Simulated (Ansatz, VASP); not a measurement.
## Two plane-wave programs on Fe

```
Fe
1.0
    -1.49281    1.49281    1.49281
     1.49281   -1.49281    1.49281
     1.49281    1.49281   -1.49281
Fe
1
Direct
  0.00000 0.00000 0.00000
```

Alike in both runs: task single point; functional BLYP; k mesh 25 × 25 × 25; occupations fermi-dirac, width 0.05 eV; collinear spin.

|  | VASP | Ansatz |
| --- | --- | --- |
| version | VASP 6.6.1 | Ansatz 0.2.0 |
| potentials or method | VASP PAW PBE potentials, release 64 (Fe), cutoff 520 eV | plane waves (420 eV) with PAW, scalar-relativistic |
| valence electrons in the cell | 8 | 16 |

|  | VASP | Ansatz | Ansatz less VASP |
| --- | --- | --- | --- |
| pressure (GPa) | -11.7 | -12.0 | -0.28 |
| net moment per atom (μB) | 2.53 | 2.52 | -0.003 |
| size of the moment on the site where the two differ most (μB) | 2.54 | 2.58 | +0.041 |

VASP's potentials were made for PBE, not for BLYP. Site moments also hang on the region over which each program counts them. VASP's potentials hold 8 valence electrons a cell and Ansatz's 16, so a difference there can come from the potentials and not from the codes.
